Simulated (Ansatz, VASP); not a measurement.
This is a calculation of BaTe for VASP 6.6.1.

File INCAR:

```
PREC = Accurate
ENCUT = 520
EDIFF = 1E-6
ISMEAR = -1
SIGMA = 0.05
LREAL = F
LASPH = T
NELM = 80
ALGO = Normal
ISIF = 2
LWAVE = F
LCHARG = F
GGA = PE
NBANDS = 15
```

Contents of KPOINTS:

```
Automatic mesh
0
Gamma
  7 7 7
```

File POSCAR:

```
BaTe
1.0
    0.0000000000      3.3403886307      3.3403886307
    3.3403886307      0.0000000000      3.3403886307
    3.3403886307      3.3403886307      0.0000000000
Ba Te
1 1
Direct
    0.0000000000      0.0000000000      0.0000000000
    0.5000000000      0.5000000000      0.5000000000
```

Potentials or basis: VASP PAW PBE potentials, release 64 (Ba_sv, Te).

Launch:

```sh
$ cat potpaw_PBE.64/Ba_sv/POTCAR potpaw_PBE.64/Te/POTCAR > POTCAR
$ mpirun -np 1 vasp_std > vasp.out
```

Set up the same calculation for Ansatz 0.2.0. Potentials there: Ansatz PAW.

As run (the cutoff follows the program's own potentials):

The input input.yaml:

```yaml
crystal:
  lattice:
    - [0.0, 3.3403886307, 3.3403886307]
    - [3.3403886307, 0.0, 3.3403886307]
    - [3.3403886307, 3.3403886307, 0.0]
  atoms:
    - { symbol: Ba, position: [0.0, 0.0, 0.0] }
    - { symbol: Te, position: [0.5, 0.5, 0.5] }
hamiltonian:
  xc: pbe
  pseudopotentials: { kind: paw }
kpoints:
  mp_grid: { grid: [7, 7, 7] }
scf:
  occupations: { method: fermi_dirac, width: 0.05 }
output:
  forces: true
  stress: true
  eigenvalues: true
```

Potentials or basis: Ansatz PAW.

Launch:

```sh
$ ansatz run input.yaml --threads 2 --pin off --max-ram 5632MiB --backend cpu --events-out ev --progress --plain --runs-dir out
```

Both were run:

|  | VASP | Ansatz | Ansatz less VASP |
| --- | --- | --- | --- |
| gap on the k mesh at the Fermi level (eV) | 1.21 | 1.32 | +0.115 |
| least direct gap on the mesh (eV) | 1.58 | 1.65 | +0.069 |
| pressure (GPa) | 7.5 | 6.9 | -0.54 |

With one functional, cell and mesh, what is left measures potentials, basis and numerics. VASP's potentials hold 16 valence electrons a cell and Ansatz's 26, so a difference there can come from the potentials and not from the codes.

Neither program's run includes spin-orbit coupling. Noted on Ansatz's run: odd divisions of the mesh miss points on the zone boundary, where band edges often lie, so the gap on the mesh can be too wide.
